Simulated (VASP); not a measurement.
Wanted: the native input for a VASP 6.6.1 run.

```yaml
Task: single point
Functional: PBEsol
Potentials_or_basis: VASP PAW PBE potentials, release 64 (Ti_sv, O)
Cutoff: 520 eV
k_mesh: 18 × 18 × 10
Occupations: gaussian, width 0.1 eV
Spin: no spin polarisation
Dipole_correction: no
Further_INCAR_settings: ALGO = Normal; EDIFF = 1e-06; NBANDS = 22
```

The structure of Ti2O lies in POSCAR:

```
Ti2O
1.0
    2.8553688672      0.0000000000      0.0000000000
   -1.4276844336      2.4728219761      0.0000000000
    0.0000000000      0.0000000000      4.5974299823
Ti O
2 1
Direct
    0.6666666667      0.3333333333      0.2664514268
    0.3333333333      0.6666666667      0.7335485732
    0.0000000000      0.0000000000      0.0000000000
```

One way to write it, as run:

INCAR

```
SYSTEM = Ti2O
PREC = Accurate ; ENCUT = 520
EDIFF = 1E-6 ; ISMEAR = 0
SIGMA = 0.1 ; LREAL = .FALSE.
LASPH = .TRUE. ; NELM = 60
ALGO = Normal ; ISIF = 2
LWAVE = .FALSE. ; LCHARG = .FALSE.
GGA = PS ; NBANDS = 22
```

KPOINTS

```
regular mesh
0
G
  18 18 10
  0 0 0
```

Potentials or basis: VASP PAW PBE potentials, release 64 (Ti_sv, O).

Run with:

```bash
$ cat potpaw_PBE.64/Ti_sv/POTCAR potpaw_PBE.64/O/POTCAR > POTCAR
$ mpirun -np 1 vasp_std > vasp.out
```

It gave:

```yaml
Pressure: 23.1 GPa
Largest_force: 0.070 eV/Å
Band_gap_on_the_k_mesh: zero (bands 15 and 16 overlap by 0.80 eV)
```

Caveat: the cell stands under pressure; the PAW data sets were made with another functional, which shifts forces and pressure a little.

Wall time 5.3 min on 1 thread of Intel(R) Xeon(R) Platinum 8175M CPU @ 2.50GHz (Skylake/Cascade Lake), with other jobs on the host, peak memory 0.32 GiB.
